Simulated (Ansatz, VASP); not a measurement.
# WS2 in VASP and in Ansatz

The input INCAR:

```
SYSTEM = WS2
PREC     = Accurate       ! precision mode
ENCUT    = 520            ! plane-wave cutoff, eV
EDIFF    = 1E-7           ! SCF threshold, eV
ISMEAR   = 0              ! smearing method
SIGMA    = 0.05           ! smearing width, eV
LREAL    = .FALSE.        ! projectors in reciprocal space
LASPH    = .TRUE.         ! aspherical terms in the spheres
NELM     = 60             ! most SCF steps
ALGO     = Normal         ! electronic algorithm
ISIF     = 2              ! what is computed and relaxed
LWAVE    = .FALSE.        ! write WAVECAR
LCHARG   = .FALSE.        ! write CHGCAR
GGA      = PS             ! functional
NBANDS   = 20             ! bands
```

KPOINTS

```
regular mesh
0
G
  12 12 2
  0 0 0
```

File POSCAR:

```
WS2
1.0
    3.3108570094      0.0000000000      0.0000000000
   -1.6554285047      2.8672862784      0.0000000000
    0.0000000000      0.0000000000     18.3066241212
W S
1 2
Direct
    0.3333333333      0.6666666667      0.0000000000
    0.6666666667      0.3333333333      0.9079994900
    0.6666666667      0.3333333333      0.0920005100
```

Input for Ansatz:

```yaml
crystal:
  lattice:
    - [3.3108570094, 0.0, 0.0]
    - [-1.6554285047, 2.8672862784, 0.0]
    - [0.0, 0.0, 18.3066241212]
  atoms:
    - { symbol: W, position: [0.3333333333, 0.6666666667, 0.0] }
    - { symbol: S, position: [0.6666666667, 0.3333333333, 0.90799949] }
    - { symbol: S, position: [0.6666666667, 0.3333333333, 0.09200051] }
basis:
  ecutwfc: 420
kpoints:
  mp_grid: { grid: [12, 12, 2] }
hamiltonian:
  xc: pbesol
scf:
  occupations: { method: gaussian, width: 0.05 }
output:
  forces: true
  stress: true
  eigenvalues: true
```

Change from the starting cell: strain +0.040 along x and y, +0.080 along z, atoms carried along.

Alike in both runs: task single point; functional PBEsol; k mesh 12 × 12 × 2; occupations gaussian, width 0.05 eV; no spin polarisation.

```csv
,VASP,Ansatz
version,VASP 6.6.1,Ansatz 0.2.0
potentials or method,"VASP PAW PBE potentials, release 64 (W_sv, S), cutoff 520 eV","scalar-relativistic, plane waves, PAW"
valence electrons in the cell,26,26
```

```csv
,VASP,Ansatz,Ansatz less VASP
gap on the k mesh at the Fermi level (eV),1.62,1.62,-0.001
least direct gap on the mesh (eV),1.63,1.63,-0.002
rms of the force components (eV/Å),1.271,1.277,+0.0059
```

VASP's potentials were made for PBE, not for PBEsol. Atom by atom the forces differ by 0.006 eV/Å (rms over components).

Neither program's run includes spin-orbit coupling.
